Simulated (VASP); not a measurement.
Set up this calculation in VASP 6.6.1, as the native input.

```
Task                   : single point
Functional             : PBE
Potentials or basis    : VASP PAW PBE potentials, release 64 (Au)
Cutoff                 : 500 eV
k mesh                 : 10 × 10 × 10
Occupations            : fermi-dirac, width 0.05 eV
Spin                   : no spin polarisation
Dipole correction      : no
Further INCAR settings : ALGO = Normal; EDIFF = 1e-06; NBANDS = 18
```

The structure of Au lies in POSCAR:

```
Au
1.0
    0.0000000000      3.0803033950      3.0803033950
    3.0803033950      0.0000000000      3.0803033950
    3.0803033950      3.0803033950      0.0000000000
Au
2
Direct
    0.0000000000      0.0000000000      0.0000000000
    0.2500000000      0.2500000000      0.2500000000
```

This isn't the form of Au at room conditions, which is fcc.

One way to write it, as run:

INCAR

```
SYSTEM = Au
ALGO = Normal
EDIFF = 1E-6
ENCUT = 500
GGA = PE
GGA_COMPAT = .False.
ISIF = 2
ISMEAR = -1
LASPH = .True.
LCHARG = .True.
LELF = .True.
LREAL = .False.
LVHAR = .True.
LWAVE = .False.
NBANDS = 18
NELM = 120
PREC = Accurate
SIGMA = 0.05
```

KPOINTS

```
k-points
0
Gamma
  10 10 10
  0 0 0
```

Potentials or basis: VASP PAW PBE potentials, release 64 (Au).

Launch:

```sh
$ cat potpaw_PBE.64/Au/POTCAR > POTCAR
$ mpirun -np 1 vasp_std > vasp.out
```

It gave:

```
Pressure               : -0.1 GPa
Band gap on the k mesh : zero (bands 11 and 12 overlap by 0.64 eV)
```

Caveat: spin-orbit coupling is left out, which moves the levels of the heavy elements.

It took 47 s on 1 thread of Intel Xeon 8259CL (shared host), peak memory 0.19 GiB.
